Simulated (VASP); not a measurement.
Write the native input for VASP 6.6.1 that does the following.

```
Task                   : single point
Functional             : PBE
Potentials or basis    : VASP PAW PBE potentials, release 64 (Al)
Cutoff                 : 520 eV
k mesh                 : 20 × 20 × 20
Occupations            : gaussian, width 0.15 eV
Spin                   : no spin polarisation
Dipole correction      : no
Further INCAR settings : ALGO = Fast; EDIFF = 1e-07; NBANDS = 8
```

The structure of Al lies in POSCAR:

```
Al
1.0
   -1.6175102401      1.6741230985      1.6175102401
    1.6175102401     -1.6741230985      1.6175102401
    1.5608973817      1.6175102401     -1.6175102401
Al
1
Direct
    0.0000000000      0.0000000000      0.0000000000
```

This cell differs from its parent crystal: engineering shear strain xy -0.0350, strain +e along x and -e along y -0.0175.

One way to write it, as run:

INCAR

```
SYSTEM = Al
  ALGO = Fast
  EDIFF = 1E-7
  ENCUT = 520
  GGA = PE
  ISIF = 2
  ISMEAR = 0
  LASPH = .TRUE.
  LCHARG = .FALSE.
  LREAL = .FALSE.
  LWAVE = .FALSE.
  NBANDS = 8
  NELM = 60
  PREC = Accurate
  SIGMA = 0.15
```

KPOINTS

```
k-points
0
G
  20 20 20
  0 0 0
```

Potentials or basis: VASP PAW PBE potentials, release 64 (Al).

Launch:

```sh
$ cat potpaw_PBE.64/Al/POTCAR > POTCAR
$ mpirun -np 1 vasp_std > vasp.out
```

Results of the run:

```
Pressure               : 0.1 GPa
Band gap on the k mesh : zero (an odd number of electrons rules out a gap without spin polarisation)
```

Caveat: the cell differs from its parent crystal (engineering shear strain xy -0.0350, strain +e along x and -e along y -0.0175).

It took 3.7 min on 1 thread of Intel(R) Xeon(R) Platinum 8259CL CPU @ 2.50GHz (Skylake/Cascade Lake) (shared host), peak memory 0.35 GiB.
